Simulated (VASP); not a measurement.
# P (Fm-3m) in VASP: notebook

P is run at these levels: LDA; tasks: single point.

Program: VASP 6.6.1. These are calculated values, not measurements. Logs are shortened: lines on timing, memory, paths and dates and some standing lists are left out, and cuts for length are marked.

### 1 The cell of the first run

Symmetry: Fm-3m, No. 225, cubic system. Conventional cell: a = 3.813 Å, b = 3.813 Å, c = 3.813 Å, α = 90.00°, β = 90.00°, γ = 90.00°. Within 3.6 Å of P (site symmetry m-3m) lie 12 P at 2.70 Å.

This isn't the form of P at room conditions, which is orthorhombic.

### 2 Single point, LDA

The input, INCAR:

```
  ALGO = Normal
  EDIFF = 1E-6
  ENCUT = 520
  GGA = CA
  ISIF = 2
  ISMEAR = -1
  LASPH = T
  LCHARG = T
  LELF = T
  LREAL = F
  LVHAR = T
  LWAVE = F
  NBANDS = 8
  NELM = 80
  PREC = Accurate
  SIGMA = 0.1
```

The input, KPOINTS:

```
k-points
0
Gamma
  14 14 14
```

The input, POSCAR:

```
P
1.0
    0.0000000000      1.9066316600      1.9066316600
    1.9066316600      0.0000000000      1.9066316600
    1.9066316600      1.9066316600      0.0000000000
P
1
Direct
    0.0000000000      0.0000000000      0.0000000000
```

Potentials or basis: VASP PAW LDA potentials, release 64 (P).

Run with:

```console
cat potpaw_LDA.64/P/POTCAR > POTCAR
mpirun -np 1 vasp_std > vasp.out
```

OUTCAR:

```text
EDIFF = 1E-6
   ENCUT = 520
   GGA = CA
   ISIF = 2
   ISMEAR = -1
   LASPH = T
   LREAL = F
   NELM = 80
   PREC = Accurate

 ion  position               nearest neighbor table
   1  0.000  0.000  0.000-

  LATTYP: Found a face centered cubic cell.
 ALAT       =     3.8132633200

  Lattice vectors:

 A1 = (   0.0000000000,   1.9066316600,   1.9066316600)
 A2 = (   1.9066316600,   0.0000000000,   1.9066316600)
 A3 = (   1.9066316600,   1.9066316600,   0.0000000000)

Analysis of symmetry for initial positions (statically):
=====================================================================
 Subroutine PRICEL returns:
 Original cell was already a primitive cell.

 Routine SETGRP: Setting up the symmetry group for a
 face centered cubic supercell.

 Subroutine GETGRP returns: Found 48 space group operations
 (whereof 48 operations were pure point group operations)
 out of a pool of 48 trial point group operations.

The static configuration has the point symmetry O_h .

Analysis of symmetry for dynamics (positions and initial velocities):
=====================================================================
 Subroutine PRICEL returns:
 Original cell was already a primitive cell.

 Routine SETGRP: Setting up the symmetry group for a
 face centered cubic supercell.

 Subroutine GETGRP returns: Found 48 space group operations
 (whereof 48 operations were pure point group operations)
 out of a pool of 48 trial point group operations.

The dynamic configuration has the point symmetry O_h .

 Subroutine INISYM returns: Found 48 space group operations
 (whereof 48 operations are pure point group operations),
 and found     1 'primitive' translations

----------------------------------------------------------------------------------------

                                     Primitive cell

  volume of cell :      13.8621

  direct lattice vectors                    reciprocal lattice vectors
     0.000000000  1.906631660  1.906631660    -0.262242577  0.262242577  0.262242577
     1.906631660  0.000000000  1.906631660     0.262242577 -0.262242577  0.262242577
     1.906631660  1.906631660  0.000000000     0.262242577  0.262242577 -0.262242577

  length of vectors
     2.696384352  2.696384352  2.696384352     0.454217467  0.454217467  0.454217467

  position of ions in fractional coordinates (direct lattice)
     0.000000000  0.000000000  0.000000000

  ion indices of the primitive-cell ions
   primitive index   ion index
                 1           1

----------------------------------------------------------------------------------------

 KPOINTS: k-points

Automatic generation of k-mesh.
 Grid dimensions read from file:
 generate k-points for:   14   14   14

 Generating k-lattice:

  Cartesian coordinates                     Fractional coordinates (reciprocal lattice)
    -0.018731613  0.018731613  0.018731613     0.071428571  0.000000000  0.000000000
     0.018731613 -0.018731613  0.018731613     0.000000000  0.071428571  0.000000000
     0.018731613  0.018731613 -0.018731613     0.000000000  0.000000000  0.071428571

  Length of vectors
     0.032444105  0.032444105  0.032444105

  Shift w.r.t. Gamma in fractional coordinates (k-lattice)
     0.000000000  0.000000000  0.000000000

 Subroutine IBZKPT returns following result:
 ===========================================

 Found    104 irreducible k-points:

 Following reciprocal coordinates:
            Coordinates               Weight
  0.000000  0.000000  0.000000      1.000000
  0.071429  0.000000  0.000000      8.000000
  0.142857  0.000000  0.000000      8.000000
  0.214286  0.000000  0.000000      8.000000
  0.285714  0.000000  0.000000      8.000000
  0.357143  0.000000  0.000000      8.000000
[... 16 lines left out ...]
  0.214286  0.142857  0.000000     24.000000
  0.285714  0.142857  0.000000     24.000000
 [... further k-points ...]
   k-points           NKPTS =    104   k-points in BZ     NKDIM =    104   number of bands    NBANDS=      8
   number of dos      NEDOS =    301   number of ions     NIONS =      1
   total plane-waves  NPLWV =   8000
   dimension x,y,z NGX =    20 NGY =   20 NGZ =   20
   dimension x,y,z NGXF=    40 NGYF=   40 NGZF=   40
   ions per type =               1
   NGX,Y,Z   is equivalent  to a cutoff of  12.33, 12.33, 12.33 a.u.
   NGXF,Y,Z  is equivalent  to a cutoff of  24.66, 24.66, 24.66 a.u.
 SYSTEM =  unknown system
   PREC   = accura    normal or accurate (medium, high low for compatibility)
   ISTART =      0    job   : 0-new  1-cont  2-samecut
   ICHARG =      2    charge: 1-file 2-atom 10-const
   ISPIN  =      1    spin polarized calculation?
   LNONCOLLINEAR =      F non collinear calculations
   LSORBIT =      F    spin-orbit coupling
   LASPH  =      T    aspherical Exc in radial PAW
   ENCUT  =  520.0 eV  38.22 Ry    6.18 a.u.   5.01  5.01  5.01*2*pi/ulx,y,z
   NELM   =     80;   NELMIN=  2; NELMDL= -5     # of ELM steps
   EDIFF  = 0.1E-05   stopping-criterion for ELM
   LREAL  =      F    real-space projection
   EDIFFG = 0.1E-04   stopping-criterion for IOM
   NSW    =      0    number of steps for IOM
   IBRION =     -1    ionic relax: 0-MD 1-quasi-New 2-CG
   NFREE  =      0    steps in history (QN), initial steepest desc. (CG)
   ISIF   =      2    stress and relaxation
   ISYM   =      2    0-nonsym 1-usesym 2-fastsym
   POTIM  = 0.5000    time-step for ionic-motion
   TEBEG  =    0.0;   TEEND  =   0.0 temperature during run
   PSTRESS=    0.0 pullay stress
   NELECT =       5.0000    total number of electrons
   NUPDOWN=      -1.0000    fix difference up-down
   EMIN   =  10.00;   EMAX   =-10.00  energy-range for DOS
   EFERMI =   0.00;   METHOD = LEGACY
   ISMEAR =    -1;   SIGMA  =   0.10  broadening in eV -4-tet -1-fermi 0-gaus
   EFERMI_NEDOS =   21; number of points for ismear=-14 and -15
   IALGO  =     38    algorithm
   IMIX   =      4    mixing-type and parameters
     AMIX     =   0.40;   BMIX     =  1.00
     AMIX_MAG =   1.60;   BMIX_MAG =  1.00
  volume/ion in A,a.u.               =      13.86        93.55
  Fermi-wavevector in a.u.,A,eV,Ry     =   1.165345  2.202184 18.477121  1.358030
  Thomas-Fermi vector in A             =   2.301872
   LORBIT       =      0    0 simple, 1 ext, 2 COOP (PROOUT), +10 PAW based schemes
   GGA     = CA    functional components
   LHFCALC =     F    Hartree Fock is set to
   AEXX    =    0.0000 exact exchange contribution
   IVDW    =     0    specifies the selected vdW correction
   LEPSILON=     F    determine dielectric tensor
   LRPA    =     F    only Hartree local field effects (RPA)
 non-spin polarized calculation
  energy-cutoff  :      520.00
  volume of cell :       13.86
 maximum number of plane-waves:       388
   NGX =  9   NGY =  9   NGZ =  9

 number of electron       4.9999999 magnetization

 Free energy of the ion-electron system (eV)
  ---------------------------------------------------
  ext. energy  EPLUGINS =         0.00000000
  ---------------------------------------------------
  free energy    TOTEN  =        -5.30663720 eV

  energy without entropy =       -5.28448340  energy(sigma->0) =       -5.29556030

 E-fermi :  10.4540     XC(G=0): -11.7545

 val. band max:       10.4504553395   @ k =   0.4286   0.3571   0.0000
 cond. band min:      10.4637821036   @ k =   0.5000   0.4286   0.0714
 fundamental gap:      0.0133267640
 Fermi energy:        10.4539901541

 k-point     1 :       0.0000    0.0000    0.0000
  band No.  band energies     occupation
      1      -6.3535      2.00000
      2      17.5683      0.00000
      3      17.5683      0.00000
      4      17.5683      0.00000
      5      21.9849      0.00000
      6      21.9849      0.00000
      7      21.9849      0.00000
      8      28.4479      0.00000

 k-point     2 :       0.0714    0.0000    0.0000
  band No.  band energies     occupation
      1      -6.2058      2.00000
      2      16.3203      0.00000
      3      17.3357      0.00000
      4      17.3357      0.00000
      5      22.1354      0.00000
      6      22.3665      0.00000
      7      22.3665      0.00000
      8      27.9115      0.00000

 k-point     3 :       0.1429    0.0000    0.0000
  band No.  band energies     occupation
      1      -5.7638      2.00000
      2      13.7679      0.00000
      3      16.8392      0.00000
      4      16.8392      0.00000
      5      22.1109      0.00000
      6      23.1276      0.00000
      7      23.1276      0.00000
      8      27.0306      0.00000

 k-point     4 :       0.2143    0.0000    0.0000
  band No.  band energies     occupation
      1      -5.0310      2.00000
      2      10.9467      0.01439
      3      16.3375      0.00000
      4      16.3375      0.00000
      5      21.9002      0.00000
      6      23.2648      0.00000
      7      23.2648      0.00000
      8      27.1597      0.00000

 k-point     5 :       0.2857    0.0000    0.0000
  band No.  band energies     occupation
      1      -4.0152      2.00000
      2       8.1868      2.00000
      3      15.9416      0.00000
      4      15.9416      0.00000
      5      21.6861      0.00000
      6      22.5494      0.00000
      7      22.5494      0.00000
      8      28.6310      0.00000

 k-point     6 :       0.3571    0.0000    0.0000
  band No.  band energies     occupation
      1      -2.7347      2.00000
      2       5.6186      2.00000
      3      15.6774      0.00000
      4      15.6774      0.00000
      5      21.5446      0.00000
      6      21.7527      0.00000
      7      21.7527      0.00000
      8      27.7468      0.00000

 k-point     7 :       0.4286    0.0000    0.0000
  band No.  band energies     occupation
      1      -1.2585      2.00000
      2       3.3569      2.00000
      3      15.5339      0.00000
      4      15.5339      0.00000
      5      21.2035      0.00000
      6      21.2035      0.00000
      7      21.4797      0.00000
      8      27.0787      0.00000

 k-point     8 :       0.5000    0.0000    0.0000
  band No.  band energies     occupation
      1      -0.1998      2.00000
      2       2.0345      2.00000
      3      15.4896      0.00000
      4      15.4896      0.00000
      5      21.0103      0.00000
      6      21.0103      0.00000
      7      21.4637      0.00000
      8      26.8441      0.00000

 k-point     9 :       0.0714    0.0714    0.0000
  band No.  band energies     occupation
      1      -6.1565      2.00000
      2      16.7248      0.00000
      3      16.7248      0.00000
      4      17.0691      0.00000
      5      21.0837      0.00000
      6      23.0563      0.00000
      7      23.0563      0.00000
      8      26.7737      0.00000

 k-point    10 :       0.1429    0.0714    0.0000
  band No.  band energies     occupation
      1      -5.8126      2.00000
      2      14.7115      0.00000
      3      16.0391      0.00000
      4      16.9310      0.00000
      5      20.9222      0.00000
      6      23.6836      0.00000
      7      24.0279      0.00000
      8      25.3600      0.00000
[... 78 lines left out ...]
 k-point    18 :      -0.2857    0.0714    0.0000
  band No.  band energies     occupation
      1      -3.4872      2.00000
      2       7.4203      2.00000
      3      14.1991      0.00000
      4      16.2968      0.00000
      5      22.0822      0.00000
      6      22.2144      0.00000
      7      22.4357      0.00000
      8      27.8971      0.00000

 k-point    19 :      -0.2143    0.0714    0.0000
  band No.  band energies     occupation
      1      -4.5933      2.00000
      2      10.1175      1.93321
      3      14.4815      0.00000
      4      16.8289      0.00000
      5      22.3885      0.00000
      6      22.7493      0.00000
      7      23.3589      0.00000
      8      26.1258      0.00000

 k-point    20 :      -0.1429    0.0714    0.0000
  band No.  band energies     occupation
      1      -5.4209      2.00000
      2      12.9142      0.00000
      3      14.9748      0.00000
      4      17.3131      0.00000
      5      22.3861      0.00000
      6      22.8948      0.00000
      7      23.9161      0.00000
      8      25.6074      0.00000

 k-point    21 :      -0.0714    0.0714    0.0000
  band No.  band energies     occupation
      1      -5.9600      2.00000
      2      15.4061      0.00000
      3      15.7967      0.00000
      4      17.5628      0.00000
      5      22.1672      0.00000
      6      22.3693      0.00000
      7      23.4595      0.00000
      8      26.6068      0.00000

 k-point    22 :       0.1429    0.1429    0.0000
  band No.  band energies     occupation
      1      -5.5671      2.00000
      2      15.2326      0.00000
      3      15.2326      0.00000
      4      15.7515      0.00000
      5      19.4019      0.00000
      6      23.4948      0.00000
      7      25.2064      0.00000
      8      25.2064      0.00000

 k-point    23 :       0.2143    0.1429    0.0000
  band No.  band energies     occupation
      1      -5.0290      2.00000
      2      13.0925      0.00000
      3      14.5686      0.00000
      4      15.4589      0.00000
      5      19.2854      0.00000
      6      22.1367      0.00000
      7      25.9659      0.00000
      8      26.1104      0.00000

 k-point    24 :       0.2857    0.1429    0.0000
  band No.  band energies     occupation
      1      -4.2030      2.00000
      2      10.4010      1.25912
      3      14.1060      0.00000
      4      14.7888      0.00000
      5      19.4262      0.00000
      6      22.0426      0.00000
      7      25.9314      0.00000
      8      26.2267      0.00000

 [... further k-points ...]

------------------------ aborting loop because EDIFF is reached ----------------------------------------

  FORCE on cell =-STRESS in cart. coord.  units (eV):
  Direction    XX          YY          ZZ          XY          YZ          ZX
  --------------------------------------------------------------------------------------
  -------------------------------------------------------------------------------------
  Total       -0.0105312     -0.0105312     -0.0105312     -0.0000000      0.0000000     -0.0000000
  in kB       -1.2171923     -1.2171923     -1.2171923     -0.0000000      0.0000000     -0.0000000
  external PRESSURE =      -1.2171923 kB  Pullay stress =       0.0000000 kB

 VOLUME and BASIS-vectors are now :
 -----------------------------------------------------------------------------
  energy-cutoff  :      520.00
  volume of cell :       13.86
      direct lattice vectors                 reciprocal lattice vectors
     0.000000000  1.906631660  1.906631660    -0.262242577  0.262242577  0.262242577
     1.906631660  0.000000000  1.906631660     0.262242577 -0.262242577  0.262242577
     1.906631660  1.906631660  0.000000000     0.262242577  0.262242577 -0.262242577

 POSITION                                       TOTAL-FORCE (eV/Angst)
 -----------------------------------------------------------------------------------
      0.00000      0.00000      0.00000         0.000000      0.000000      0.000000
 -----------------------------------------------------------------------------------
    total drift:                                0.000000      0.000000     -0.000000

  FREE ENERGIE OF THE ION-ELECTRON SYSTEM (eV)
  ---------------------------------------------------
  free  energy   TOTEN  =        -5.3066371987 eV

  energy  without entropy=       -5.2844834034  energy(sigma->0) =       -5.29556030
```

Wall time 7.3 s (1 thread of Intel Xeon Platinum 8259CL at 2.50GHz (Skylake/Cascade Lake), shared host); peak memory 0.12 GiB.

What came out:

```yaml
Free_energy: -5.3066 eV
Pressure: -0.1 GPa
Band_gap_on_the_k_mesh: zero (an odd number of electrons rules out a gap without spin polarisation)
```

Caveat: an odd number of electrons without spin polarisation forces a metal; a magnetic or distorted state may lie lower.

### 3 Single point, LDA (12.75 Å³/atom)

This run uses another cell than the first one, of 12.75 Å³/atom.

The input, INCAR:

```
  PREC = Accurate
  ENCUT = 520
  EDIFF = 1E-7
  ISMEAR = -1
  SIGMA = 0.1
  LREAL = False
  LASPH = True
  NELM = 100
  ALGO = Normal
  ISIF = 2
  LWAVE = False
  LCHARG = False
  NBANDS = 8
```

The input, KPOINTS:

```
Automatic mesh
0
Gamma
  16 16 16
```

The input, POSCAR:

```
P
1.0
    0.0000000000      1.8543686482      1.8543686482
    1.8543686482      0.0000000000      1.8543686482
    1.8543686482      1.8543686482      0.0000000000
P
1
Direct
    0.0000000000      0.0000000000      0.0000000000
```

Potentials or basis: VASP PAW LDA potentials, release 64 (P).

Run with:

```console
cat potpaw_LDA.64/P/POTCAR > POTCAR
mpirun -np 1 vasp_std > vasp.out
```

Wall time 8.4 s (1 thread of Intel Xeon Platinum 8259CL at 2.50GHz (Skylake/Cascade Lake), shared host); peak memory 0.12 GiB.

Results (log left out):

* Free energy: -5.2711 eV
* Pressure: 10.9 GPa
* Band gap on the k mesh: zero (an odd number of electrons rules out a gap without spin polarisation)

Levels at points of the mesh, in eV from the Fermi level:
```
           k point  band 1  band 2  band 3  band 4  band 5  band 6  band 7
(0.00, 0.00, 0.00)  -17.70    7.97    7.97    7.97   11.74   11.74   11.74
(0.50, 0.00, 0.00)  -10.95   -9.11    5.65    5.65   10.70   10.70   11.75
(0.50, 0.50, 0.00)   -7.86   -7.57    0.82    0.82    3.97    5.24   24.60
```

Caveat: the cell stands under pressure; an odd number of electrons without spin polarisation forces a metal; a magnetic or distorted state may lie lower.

(Continued in part 2 of 2.)

The gap in the log of VASP goes by the Fermi energy; the results here count the filled bands.